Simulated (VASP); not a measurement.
A run of VASP 6.6.1 is set up as follows.

Contents of POSCAR:

```
CaO
1.0
    2.9302088081      0.0000000000      0.0000000000
    0.0000000000      2.9032089648      0.0000000000
    0.0000000000      0.0000000000      2.9032089648
Ca O
1 1
Direct
    0.0000000000      0.0000000000      0.0000000000
    0.5000000000      0.5000000000      0.5000000000
```

Contents of INCAR.step1:

```
SYSTEM = CaO
PREC = Accurate ; ENCUT = 520
EDIFF = 1E-5 ; ISMEAR = 0
SIGMA = 0.01 ; LREAL = .False.
LASPH = .True. ; NELM = 100
ALGO = Normal ; ISIF = 2
LWAVE = .True. ; GGA = PE
NBANDS = 15
```

INCAR.step2

```
SYSTEM = CaO
PREC = Accurate ; ENCUT = 520
EDIFF = 1E-7 ; ISMEAR = 0
SIGMA = 0.01 ; LREAL = .False.
LASPH = .True. ; NELM = 100
ALGO = Normal ; ISIF = 2
LWAVE = .False. ; LCHARG = .True.
GGA = PE ; LHFCALC = .True.
HFSCREEN = 0.2079 ; PRECFOCK = Normal
LELF = .True. ; LVHAR = .True.
ISTART = 1 ; NBANDS = 15
```

Contents of KPOINTS:

```
regular mesh
0
Gamma
  6 6 6
  0 0 0
```

Potentials or basis: VASP PAW PBE potentials, release 64 (Ca_sv, O).

Run with:

```bash
$ cat potpaw_PBE.64/Ca_sv/POTCAR potpaw_PBE.64/O/POTCAR > POTCAR
$ cp INCAR.step1 INCAR
$ mpirun -np 1 vasp_std > vasp.out
$ cp INCAR.step2 INCAR
$ mpirun -np 1 vasp_std > vasp.out
```

(1) Predict the pressure.

(2) Predict the band gap on the k mesh.

## Answers

(1) 0.1 GPa.

(2) 4.44 eV (least direct gap 4.79 eV).

Caveat: the cell differs from its parent crystal (uniaxial x strain +0.9%); the structure was generated, so it needn't be the stable form of CaO; the PAW data sets were made with another functional, which shifts forces and pressure a little.
